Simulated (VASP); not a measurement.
Set up this calculation in VASP 6.6.1, as the native input.

```
Task                   : single point
Functional             : PBE
Potentials or basis    : VASP PAW PBE potentials, release 64 (Mo_sv)
Cutoff                 : 500 eV
k mesh                 : 12 × 12 × 12
Occupations            : methfessel-paxton, width 0.15 eV
Spin                   : no spin polarisation
Dipole correction      : no
Further INCAR settings : ALGO = Normal; EDIFF = 1e-06; NBANDS = 13
```

The structure of Mo lies in POSCAR:

```
Mo
1.0
    2.7232090725     -0.0000000151     -0.0000000261
   -0.9077363433      2.5674661407     -0.0000000261
   -0.9077363433     -1.2837330327      2.2234909230
Mo
1
Direct
    0.0000000000      0.0000000000      0.0000000000
```

These files were run (other wordings do the same):

INCAR

```
PREC = Accurate
ENCUT = 500
EDIFF = 1E-6
ISMEAR = 1
SIGMA = 0.15
LREAL = False
LASPH = True
NELM = 120
ALGO = Normal
ISIF = 2
LWAVE = False
LCHARG = False
GGA = PE
NBANDS = 13
GGA_COMPAT = False
```

KPOINTS

```
Automatic mesh
0
Gamma
  12 12 12
```

Potentials or basis: VASP PAW PBE potentials, release 64 (Mo_sv).

Launch:

```console
$ cat potpaw_PBE.64/Mo_sv/POTCAR > POTCAR
$ mpirun -np 1 vasp_std > vasp.out
```

It gave:

The pressure is 4.6 GPa and the band gap on the k mesh is zero (band 7 reaches 16.69 eV, above the bottom of band 8 at 11.31 eV).

Wall time 22 s on 1 thread of AMD EPYC 7R13 (shared host), peak memory 0.1 GiB.
